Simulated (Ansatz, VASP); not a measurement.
Ag: VASP beside Ansatz

File INCAR:

```
PREC = Accurate ; ENCUT = 520
EDIFF = 1E-8 ; ISMEAR = -1
SIGMA = 0.05 ; LREAL = F
LASPH = T ; NELM = 100
ALGO = Normal ; ISIF = 2
LWAVE = F ; LCHARG = F
GGA = PE ; LEFG = T
NBANDS = 18
```

Contents of KPOINTS:

```
Automatic mesh
0
Gamma
  14 14 8
```

POSCAR

```
Ag
1.0
    2.9299980804      0.0000000000      0.0000000000
   -1.4649990402      2.5374527707      0.0000000000
    0.0000000000      0.0000000000      4.7900000000
Ag
2
Direct
    0.3333333333      0.6666666667      0.2500000000
    0.6666666667      0.3333333333      0.7500000000
```

Input for Ansatz:

```yaml
crystal:
  lattice:
    - [2.9299980804, 0.0, 0.0]
    - [-1.4649990402, 2.5374527707, 0.0]
    - [0.0, 0.0, 4.79]
  atoms:
    - { symbol: Ag, position: [0.3333333333, 0.6666666667, 0.25] }
    - { symbol: Ag, position: [0.6666666667, 0.3333333333, 0.75] }
kpoints:
  mp_grid: { grid: [14, 14, 8] }
  band_path:
    path:
      - [0.0, 0.0, 0.0]
      - [0.5, 0.0, 0.0]
      - [0.3333333333, 0.3333333333, 0.0]
      - [0.0, 0.0, 0.0]
      - [0.0, 0.0, 0.5]
      - [0.5, 0.0, 0.5]
      - [0.3333333333, 0.3333333333, 0.5]
      - [0.0, 0.0, 0.5]
      - [0.5, 0.0, 0.5]
    npoints: 8
scf:
  occupations: { method: fermi_dirac, width: 0.05 }
hamiltonian:
  xc: pbe
  pseudopotentials: { kind: all_electron, datasets: crystal }
output:
  forces: true
  stress: true
  eigenvalues: true
  efg: { contact_densities: true }
```

Alike in both runs: task electric field gradients; functional PBE; k mesh 14 × 14 × 8; occupations fermi-dirac, width 0.05 eV; no spin polarisation.

```csv
,VASP,Ansatz
version,VASP 6.6.1,Ansatz 0.2.0
potentials or method,"VASP PAW PBE potentials, release 64 (Ag), cutoff 520 eV","all-electron PAW with datasets made for the crystal, scalar-relativistic"
```

|  | VASP | Ansatz | Ansatz less VASP |
| --- | --- | --- | --- |
| pressure (GPa) | 0.4 | 0.5 | +0.11 |
| traceless stress, the component that is largest in VASP (GPa) | -0.28 | -0.27 | +0.005 |
| size of Vzz on the site where it differs most (V/Å²) | 3.8 | 4.2 | +0.38 |

Ansatz ran all-electron here, and VASP with PAW potentials.
